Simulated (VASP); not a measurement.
ZnS: relaxation of shape and atoms at fixed volume with r2SCAN

ZnS:

```xyz
4
Lattice="3.8273 0.0000 0.0000 -1.9137 3.3145 0.0000 0.0000 0.0000 6.2722" Properties=species:S:1:pos:R:3 pbc="T T T"
Zn    0.0000    2.2097    0.0326
Zn    1.9137    1.1048    3.1687
S     0.0000    2.2097    2.3822
S     1.9137    1.1048    5.5183
```

```json
{
 "Program": "VASP 6.6.1",
 "Task": "relaxation of shape and atoms at fixed volume",
 "Functional": "r2SCAN",
 "Potentials or basis": "VASP PAW PBE potentials, release 64 (Zn, S)",
 "Cutoff": "550 eV",
 "k mesh": "6 × 6 × 4",
 "Occupations": "gaussian, width 0.05 eV",
 "Spin": "no spin polarisation",
 "Dipole correction": "no",
 "Further INCAR settings": "ALGO = Normal; EDIFF = 1e-07; IBRION = 2; EDIFFG = -0.01; NSW = 60; ISIF = 4"
}
```

The energy gained by relaxing is 0.0 meV/atom. The ionic steps are 2, the pressure after relaxing is -1.1 GPa and the largest force after relaxing is 0.009 eV/Å. The band gap on the k mesh is 2.72 eV.

Forces in eV/Å, atoms in the order of the input:
```
Zn   0.000  0.000  0.009
Zn   0.000  0.000  0.009
S    0.000  0.000 -0.009
S    0.000  0.000 -0.009
```

Final structure:
```
Zn S
1.0
     3.82706    0.00000    0.00000
    -1.91353    3.31433    0.00000
     0.00000    0.00000    6.27299
Zn S
2 2
Direct
  0.33333 0.66667 0.00532
  0.66667 0.33333 0.50532
  0.33333 0.66667 0.37968
  0.66667 0.33333 0.87968
```

Levels at points of the mesh, in eV from the valence-band top:
```tsv
k point	band 15	band 16	band 17	band 18	band 19	band 20	band 21	band 22
(0.00, 0.00, 0.00)	-0.90	-0.08	0.00	0.00	2.72	3.58	6.81	6.81
(0.50, 0.00, 0.00)	-3.28	-2.25	-1.68	-0.89	4.05	4.74	5.47	7.38
(0.00, 0.00, 0.50)	-0.47	-0.47	-0.47	-0.47	4.06	4.06	7.26	7.28
(0.50, 0.00, 0.50)	-1.64	-1.64	-1.62	-1.62	3.96	3.96	5.67	5.67
```

It took 2.5 min on 1 thread of AMD EPYC 9R45 96-Core Processor (Zen 5) (shared host), peak memory 0.2 GiB.

Caveat: the PAW data sets were made with another functional, which shifts forces and pressure a little. r2SCAN opens gaps a little over a GGA but as a rule still falls short of measured ones.
